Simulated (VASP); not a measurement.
A run of VASP 6.6.1:

File INCAR:

```
SYSTEM = Al3Cu
PREC = Accurate
ENCUT = 520
EDIFF = 1E-6
ISMEAR = 0
SIGMA = 0.1
LREAL = .False.
LASPH = .True.
NELM = 60
ALGO = Fast
ISIF = 2
LWAVE = .False.
LCHARG = .True.
GGA = PS
LELF = .True.
LVHAR = .True.
NBANDS = 18
```

File KPOINTS:

```
Automatic mesh
0
Gamma
  18 18 8
  0 0 0
```

Contents of POSCAR:

```
Al3Cu
1.0
    2.6962925199      0.0000000000      0.0000000000
    0.0000000000      2.6962925199      0.0000000000
    0.0000000000      0.0000000000      7.7398103392
Al Cu
3 1
Direct
    0.0000000000      0.0000000000      0.5000000000
    0.5000000000      0.5000000000      0.2237174706
    0.5000000000      0.5000000000      0.7762825294
    0.0000000000      0.0000000000      0.0000000000
```

Potentials or basis: VASP PAW PBE potentials, release 64 (Al, Cu).

Run with:

```sh
$ cat potpaw_PBE.64/Al/POTCAR potpaw_PBE.64/Cu/POTCAR > POTCAR
$ mpirun -np 1 vasp_std > vasp.out
```

Hardware: 1 thread of AMD EPYC 9R45 96-Core Processor (Zen 5), with other jobs on the host.

Estimate the wall time of this run.

It took 2.1 min on 1 thread of AMD EPYC 9R45 96-Core Processor (Zen 5), with other jobs on the host, peak memory 0.33 GiB. Counts: scf iterations 17, k points 275.
